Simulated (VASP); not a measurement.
# TiAl3 (Pm-3m) in VASP: further runs

The runs below take TiAl3 through relaxation of cell and atoms, with LDA.

All numbers are computed with VASP 6.6.1; they aren't measurements. Logs are shortened: lines on timing, memory, paths and dates and some standing lists are left out, and cuts for length are marked.

## Step 1: The cell of the first run

The structure is cubic, space group Pm-3m (No. 221). The conventional cell has a = 3.956 Å, b = 3.956 Å, c = 3.956 Å, α = 90.00°, β = 90.00°, γ = 90.00°. Within 3.7 Å of Ti (site symmetry m-3m) lie 12 Al at 2.80 Å. Within 3.7 Å of Al (site symmetry 4/mmm) lie 4 Ti at 2.80 Å and 8 Al at 2.80 Å.

## Step 2: Relaxation of cell and atoms, LDA

The input, INCAR:

```
PREC     = Accurate       # precision mode
ENCUT    = 600            # plane-wave cutoff, eV
EDIFF    = 1E-7           # SCF threshold, eV
ISMEAR   = 0              # smearing method
SIGMA    = 0.1            # smearing width, eV
LREAL    = F              # projectors in reciprocal space
LASPH    = T              # aspherical terms in the spheres
NELM     = 100            # most SCF steps
ALGO     = Normal         # electronic algorithm
ISIF     = 3              # what is computed and relaxed
LWAVE    = F              # write WAVECAR
LCHARG   = F              # write CHGCAR
GGA      = CA             # functional
IBRION   = 2              # ionic algorithm
NSW      = 100            # ionic steps
EDIFFG   = -0.005         # ionic threshold
```

The input, KPOINTS:

```
regular mesh
0
Gamma
  10 10 10
```

The input, POSCAR:

```
TiAl3
1.0
    3.9556712500      0.0000000000      0.0000000000
    0.0000000000      3.9556712500      0.0000000000
    0.0000000000      0.0000000000      3.9556712500
Ti Al
1 3
Direct
    0.0000000000      0.0000000000      0.0000000000
    0.5000000000      0.5000000000      0.0000000000
    0.5000000000      0.0000000000      0.5000000000
    0.0000000000      0.5000000000      0.5000000000
```

Potentials or basis: VASP PAW LDA potentials, release 64 (Ti_sv, Al).

The run is started by

```console
$ cat potpaw_LDA.64/Ti_sv/POTCAR potpaw_LDA.64/Al/POTCAR > POTCAR
$ mpirun -np 1 vasp_std > vasp.out
```

OUTCAR:

```text
PREC = Accurate
   ENCUT = 600
   EDIFF = 1E-7
   ISMEAR = 0
   LREAL = F
   LASPH = T
   NELM = 100
   ISIF = 3
   GGA = CA
   IBRION = 2
   NSW = 100
   EDIFFG = -0.005

 ion  position               nearest neighbor table
   1  0.000  0.000  0.000-   2 2.80   3 2.80   4 2.80   3 2.80   4 2.80   2 2.80   4 2.80   4 2.80
                             2 2.80   3 2.80   3 2.80   2 2.80
   2  0.500  0.500  0.000-   1 2.80   3 2.80   4 2.80   3 2.80   4 2.80   1 2.80   3 2.80   3 2.80
                             1 2.80   4 2.80   4 2.80   1 2.80
   3  0.500  0.000  0.500-   1 2.80   2 2.80   4 2.80   1 2.80   2 2.80   2 2.80   4 2.80   2 2.80
                             1 2.80   4 2.80   1 2.80   4 2.80
   4  0.000  0.500  0.500-   1 2.80   2 2.80   3 2.80   1 2.80   2 2.80   1 2.80   3 2.80   1 2.80
                             2 2.80   3 2.80   2 2.80   3 2.80

  LATTYP: Found a simple cubic cell.
 ALAT       =     3.9556712500

  Lattice vectors:

 A1 = (   3.9556712500,   0.0000000000,   0.0000000000)
 A2 = (   0.0000000000,   3.9556712500,   0.0000000000)
 A3 = (   0.0000000000,   0.0000000000,   3.9556712500)

Analysis of symmetry for initial positions (statically):
=====================================================================
 Subroutine PRICEL returns:
 Original cell was already a primitive cell.

 Routine SETGRP: Setting up the symmetry group for a
 simple cubic supercell.

 Subroutine GETGRP returns: Found 48 space group operations
 (whereof 48 operations were pure point group operations)
 out of a pool of 48 trial point group operations.

The static configuration has the point symmetry O_h .

Analysis of symmetry for dynamics (positions and initial velocities):
=====================================================================
 Subroutine PRICEL returns:
 Original cell was already a primitive cell.

 Routine SETGRP: Setting up the symmetry group for a
 simple cubic supercell.

 Subroutine GETGRP returns: Found 48 space group operations
 (whereof 48 operations were pure point group operations)
 out of a pool of 48 trial point group operations.

The dynamic configuration has the point symmetry O_h .

 Subroutine INISYM returns: Found 48 space group operations
 (whereof 48 operations are pure point group operations),
 and found     1 'primitive' translations

----------------------------------------------------------------------------------------

                                     Primitive cell

  volume of cell :      61.8957

  direct lattice vectors                    reciprocal lattice vectors
     3.955671250  0.000000000  0.000000000     0.252801595  0.000000000  0.000000000
     0.000000000  3.955671250  0.000000000     0.000000000  0.252801595  0.000000000
     0.000000000  0.000000000  3.955671250     0.000000000  0.000000000  0.252801595

  length of vectors
     3.955671250  3.955671250  3.955671250     0.252801595  0.252801595  0.252801595

  position of ions in fractional coordinates (direct lattice)
     0.000000000  0.000000000  0.000000000
     0.500000000  0.500000000  0.000000000
     0.500000000  0.000000000  0.500000000
     0.000000000  0.500000000  0.500000000

  ion indices of the primitive-cell ions
   primitive index   ion index
                 1           1
                 2           2
                 3           3
                 4           4

----------------------------------------------------------------------------------------

 KPOINTS: regular mesh

Automatic generation of k-mesh.
 Grid dimensions read from file:
 generate k-points for:   10   10   10

 Generating k-lattice:

  Cartesian coordinates                     Fractional coordinates (reciprocal lattice)
     0.025280159  0.000000000  0.000000000     0.100000000  0.000000000  0.000000000
     0.000000000  0.025280159  0.000000000     0.000000000  0.100000000  0.000000000
     0.000000000  0.000000000  0.025280159     0.000000000  0.000000000  0.100000000

  Length of vectors
     0.025280159  0.025280159  0.025280159

  Shift w.r.t. Gamma in fractional coordinates (k-lattice)
     0.000000000  0.000000000  0.000000000

 Subroutine IBZKPT returns following result:
 ===========================================

 Found     56 irreducible k-points:

 Following reciprocal coordinates:
            Coordinates               Weight
  0.000000  0.000000  0.000000      1.000000
  0.100000  0.000000  0.000000      6.000000
  0.200000  0.000000  0.000000      6.000000
  0.300000  0.000000  0.000000      6.000000
  0.400000  0.000000  0.000000      6.000000
  0.500000  0.000000  0.000000      3.000000
[... 16 lines left out ...]
  0.200000  0.100000  0.100000     24.000000
  0.300000  0.100000  0.100000     24.000000
 [... further k-points ...]
   k-points           NKPTS =     56   k-points in BZ     NKDIM =     56   number of bands    NBANDS=     14
   number of dos      NEDOS =    301   number of ions     NIONS =      4
   total plane-waves  NPLWV =  32768
   dimension x,y,z NGX =    32 NGY =   32 NGZ =   32
   dimension x,y,z NGXF=    64 NGYF=   64 NGZF=   64
   ions per type =               1   3
   NGX,Y,Z   is equivalent  to a cutoff of  13.45, 13.45, 13.45 a.u.
   NGXF,Y,Z  is equivalent  to a cutoff of  26.90, 26.90, 26.90 a.u.
 SYSTEM =  unknown system
   PREC   = accura    normal or accurate (medium, high low for compatibility)
   ISTART =      0    job   : 0-new  1-cont  2-samecut
   ICHARG =      2    charge: 1-file 2-atom 10-const
   ISPIN  =      1    spin polarized calculation?
   LNONCOLLINEAR =      F non collinear calculations
   LSORBIT =      F    spin-orbit coupling
   LASPH  =      T    aspherical Exc in radial PAW
   ENCUT  =  600.0 eV  44.10 Ry    6.64 a.u.   7.90  7.90  7.90*2*pi/ulx,y,z
   NELM   =    100;   NELMIN=  2; NELMDL= -5     # of ELM steps
   EDIFF  = 0.1E-06   stopping-criterion for ELM
   LREAL  =      F    real-space projection
   EDIFFG = -.5E-02   stopping-criterion for IOM
   NSW    =    100    number of steps for IOM
   IBRION =      2    ionic relax: 0-MD 1-quasi-New 2-CG
   NFREE  =      1    steps in history (QN), initial steepest desc. (CG)
   ISIF   =      3    stress and relaxation
   ISYM   =      2    0-nonsym 1-usesym 2-fastsym
   POTIM  = 0.5000    time-step for ionic-motion
   TEBEG  =    0.0;   TEEND  =   0.0 temperature during run
   PSTRESS=    0.0 pullay stress
   NELECT =      21.0000    total number of electrons
   NUPDOWN=      -1.0000    fix difference up-down
   EMIN   =  10.00;   EMAX   =-10.00  energy-range for DOS
   EFERMI =   0.00;   METHOD = LEGACY
   ISMEAR =     0;   SIGMA  =   0.10  broadening in eV -4-tet -1-fermi 0-gaus
   EFERMI_NEDOS =   21; number of points for ismear=-14 and -15
   IALGO  =     38    algorithm
   IMIX   =      4    mixing-type and parameters
     AMIX     =   0.40;   BMIX     =  1.00
     AMIX_MAG =   1.60;   BMIX_MAG =  1.00
  volume/ion in A,a.u.               =      15.47       104.42
  Fermi-wavevector in a.u.,A,eV,Ry     =   1.141811  2.157711 17.738371  1.303733
  Thomas-Fermi vector in A             =   2.278511
   LORBIT       =      0    0 simple, 1 ext, 2 COOP (PROOUT), +10 PAW based schemes
   GGA     = CA    functional components
   LHFCALC =     F    Hartree Fock is set to
   AEXX    =    0.0000 exact exchange contribution
   IVDW    =     0    specifies the selected vdW correction
   LEPSILON=     F    determine dielectric tensor
   LRPA    =     F    only Hartree local field effects (RPA)
 conjugate gradient relaxation of ions
 non-spin polarized calculation
 Gauss-broadening in eV      SIGMA  =   0.10
  energy-cutoff  :      600.00
  volume of cell :       61.90
 maximum number of plane-waves:      2103
 NGX is ok and might be reduce to    32
   NGX = 15   NGY = 15   NGZ = 15

--------------------------------------- Ionic step        1  -------------------------------------------

 number of electron      20.9999993 magnetization

 Free energy of the ion-electron system (eV)
  ---------------------------------------------------
  ext. energy  EPLUGINS =         0.00000000
  ---------------------------------------------------
  free energy    TOTEN  =       -22.68345603 eV

  energy without entropy =      -22.67251210  energy(sigma->0) =      -22.67798407

------------------------ aborting loop because EDIFF is reached ----------------------------------------

  FORCE on cell =-STRESS in cart. coord.  units (eV):
  Direction    XX          YY          ZZ          XY          YZ          ZX
  --------------------------------------------------------------------------------------
  -------------------------------------------------------------------------------------
  Total       -1.3922469     -1.3922469     -1.3922469      0.0000000     -0.0000000     -0.0000000
  in kB      -36.0384646    -36.0384646    -36.0384646      0.0000000     -0.0000000     -0.0000000
  external PRESSURE =     -36.0384646 kB  Pullay stress =       0.0000000 kB
[... 61 lines left out ...]
  energy  without entropy=      -22.6889904974  energy(sigma->0) =      -22.69415756

--------------------------------------- Ionic step        3  -------------------------------------------

 number of electron      21.0000001 magnetization

 Free energy of the ion-electron system (eV)
  ---------------------------------------------------
  ext. energy  EPLUGINS =         0.00000000
  ---------------------------------------------------
  free energy    TOTEN  =       -22.70654294 eV

  energy without entropy =      -22.69599537  energy(sigma->0) =      -22.70126915

 E-fermi :   9.2826     XC(G=0): -11.1585

 val. band max:        9.2653860202   @ k =   0.4000   0.2000   0.0000
 cond. band min:       9.3017818394   @ k =   0.1000   0.1000   0.1000
 fundamental gap:      0.0363958191
 Fermi energy:         9.2825795744

 k-point     1 :       0.0000    0.0000    0.0000
  band No.  band energies     occupation
      1     -46.9279      2.00000
      2     -23.6285      2.00000
      3     -23.6285      2.00000
      4     -23.6285      2.00000
      5      -1.7225      2.00000
      6       6.0721      2.00000
      7       6.0721      2.00000
      8       7.0881      2.00000
      9       7.0881      2.00000
     10       7.0881      2.00000
     11       9.3940      0.11493
     12       9.3940      0.11493
     13       9.3941      0.11493
     14       9.9961      0.00000
[... 375 lines left out ...]
 k-point    24 :       0.3000    0.1000    0.1000
  band No.  band energies     occupation
      1     -46.9270      2.00000
      2     -23.6442      2.00000
      3     -23.6296      2.00000
      4     -23.6293      2.00000
      5      -0.6564      2.00000
      6       3.1078      2.00000
      7       5.8118      2.00000
      8       6.3841      2.00000
      9       7.3581      2.00000
     10       8.7147      2.00000
     11       9.1256      1.97358
     12       9.8314      0.00000
     13      10.1491      0.00000
     14      11.6989      0.00000

 [... further k-points ...]
[... 5 lines left out ...]
  --------------------------------------------------------------------------------------
  -------------------------------------------------------------------------------------
  Total        0.0008207      0.0008207      0.0008207      0.0000000      0.0000000      0.0000000
  in kB        0.0219515      0.0219515      0.0219515      0.0000000      0.0000000      0.0000000
  external PRESSURE =       0.0219515 kB  Pullay stress =       0.0000000 kB
[... 19 lines left out ...]
  FREE ENERGIE OF THE ION-ELECTRON SYSTEM (eV)
  ---------------------------------------------------
  free  energy   TOTEN  =       -22.7065429373 eV

  energy  without entropy=      -22.6959953689  energy(sigma->0) =      -22.70126915

 reached required accuracy - stopping structural energy minimisation
```

Run time: 38 s. Hardware: 1 thread of Intel Xeon 6975P-C (Granite Rapids), shared host; peak memory 0.2 GiB.

What came out:

```yaml
Free_energy: -22.7065 eV
Relaxed_volume: 14.98 Å³/atom
Relaxed_cell: a = 3.913 Å, b = 3.913 Å, c = 3.913 Å, α = 90.00°, β = 90.00°, γ = 90.00°
Space_group_after_relaxing_to_0.05_Å: Pm-3m (No. 221)
Energy_gained_by_relaxing: 5.8 meV/atom
Ionic_steps: 3
Pressure_after_relaxing: 0.0 GPa
```

Step by step:
```tsv
step	energy change (eV)	largest force (eV/Å)	pressure (GPa)	volume (Å³)
1	0.0000	0.0000	-3.60	61.90
2	-0.0159	0.0000	2.19	58.83
3	-0.0231	0.0000	0.00	59.90
```

Final structure:
```cif
data_structure
_symmetry_space_group_name_H-M 'P 1'
_symmetry_Int_Tables_number 1
_cell_length_a 3.9127
_cell_length_b 3.9127
_cell_length_c 3.9127
_cell_angle_alpha 90.000
_cell_angle_beta 90.000
_cell_angle_gamma 90.000
_cell_volume 59.90
loop_
_atom_site_label
_atom_site_type_symbol
_atom_site_fract_x
_atom_site_fract_y
_atom_site_fract_z
_atom_site_occupancy
Ti1 Ti 0.00000 0.00000 0.00000 1
Al1 Al 0.50000 0.50000 0.00000 1
Al2 Al 0.50000 0.00000 0.50000 1
Al3 Al 0.00000 0.50000 0.50000 1
```

Levels at points of the mesh, in eV from the Fermi level:
```tsv
k point	band 6	band 7	band 8	band 9	band 10	band 11	band 12	band 13	band 14
(0.00, 0.00, 0.00)	-3.21	-3.21	-2.19	-2.19	-2.19	0.11	0.11	0.11	0.71
(0.50, 0.00, 0.00)	-8.13	-2.35	-2.35	-2.31	0.37	0.77	0.77	0.92	1.02
(0.50, 0.50, 0.00)	-6.21	-6.21	-5.13	-1.33	-1.33	0.61	0.85	1.08	1.11
(0.50, 0.50, 0.50)	-5.27	-5.27	-5.10	-3.53	-3.53	-3.53	0.25	1.18	1.18
```

## Step 3: Relaxation of cell and atoms, LDA, target pressure 22 GPa, at which the enthalpy is minimised

This run uses another cell than the first one, of 13.83 Å³/atom, 0.894 times its volume.

The input, INCAR:

```
PREC     = Accurate       # precision mode
ENCUT    = 600            # plane-wave cutoff, eV
EDIFF    = 1E-7           # SCF threshold, eV
ISMEAR   = -1             # smearing method
SIGMA    = 0.15           # smearing width, eV
LREAL    = False          # projectors in reciprocal space
LASPH    = True           # aspherical terms in the spheres
NELM     = 80             # most SCF steps
ALGO     = Normal         # electronic algorithm
ISIF     = 3              # what is computed and relaxed
LWAVE    = False          # write WAVECAR
LCHARG   = False          # write CHGCAR
GGA      = CA             # functional
IBRION   = 2              # ionic algorithm
NSW      = 80             # ionic steps
EDIFFG   = -0.001         # ionic threshold
PSTRESS  = 220.0
```

The input, KPOINTS:

```
regular mesh
0
Gamma
  12 12 12
```

The input, POSCAR:

```
TiAl3
1.0
    3.8099961015      0.0000000000      0.0000000000
    0.0000000000      3.8099961015      0.0000000000
    0.0000000000      0.0000000000      3.8099961015
Ti Al
1 3
Direct
    0.0000000000      0.0000000000      0.0000000000
    0.5000000000      0.5000000000      0.0000000000
    0.5000000000      0.0000000000      0.5000000000
    0.0000000000      0.5000000000      0.5000000000
```

Potentials or basis: VASP PAW LDA potentials, release 64 (Ti_sv, Al).

The run is started by

```console
$ cat potpaw_LDA.64/Ti_sv/POTCAR potpaw_LDA.64/Al/POTCAR > POTCAR
$ mpirun -np 1 vasp_std > vasp.out
```

Wall time 1.8 min (1 thread of Intel Xeon 6975P-C (Granite Rapids), shared host); peak memory 0.2 GiB.

Results (log left out):

- Free energy: -22.2943 eV
- Relaxed volume: 13.02 Å³/atom
- Relaxed cell: a = 3.734 Å, b = 3.734 Å, c = 3.734 Å, α = 90.00°, β = 90.00°, γ = 90.00°
- Space group after relaxing (to 0.05 Å): Pm-3m (No. 221)
- Energy change on relaxing (the enthalpy is what falls): +82.8 meV/atom
- Ionic steps: 4
- Pressure after relaxing: 22.0 GPa

Step by step:
| step | energy change (eV) | largest force (eV/Å) | pressure (GPa) | volume (Å³) |
| --- | --- | --- | --- | --- |
| 1 | 0.0000 | 0.0000 | 11.23 | 55.31 |
| 2 | 1.0638 | 0.0000 | 39.58 | 48.19 |
| 3 | 0.3225 | 0.0000 | 21.78 | 52.13 |
| 4 | 0.3310 | 0.0000 | 22.01 | 52.07 |

Final structure:
```xyz
4
Lattice="3.7341 0.0000 0.0000 0.0000 3.7341 0.0000 0.0000 0.0000 3.7341" Properties=species:S:1:pos:R:3 pbc="T T T"
Ti    0.0000    0.0000    0.0000
Al    1.8671    1.8671    0.0000
Al    1.8671    0.0000    1.8671
Al    0.0000    1.8671    1.8671
```

Levels at points of the mesh, in eV from the Fermi level:
| k point | band 8 | band 9 | band 10 | band 11 | band 12 | band 13 |
| --- | --- | --- | --- | --- | --- | --- |
| (0.00, 0.00, 0.00) | -2.23 | -2.23 | -2.23 | 0.12 | 0.12 | 0.12 |
| (0.50, 0.00, 0.00) | -2.60 | -2.60 | 0.46 | 1.00 | 1.00 | 1.00 |
| (0.50, 0.50, 0.00) | -5.51 | -1.48 | -1.48 | 0.73 | 1.11 | 1.14 |
| (0.50, 0.50, 0.50) | -5.55 | -3.68 | -3.68 | -3.68 | 0.57 | 1.47 |

Caveat: the cell is relaxed towards a set pressure, so the enthalpy falls and the energy may rise.
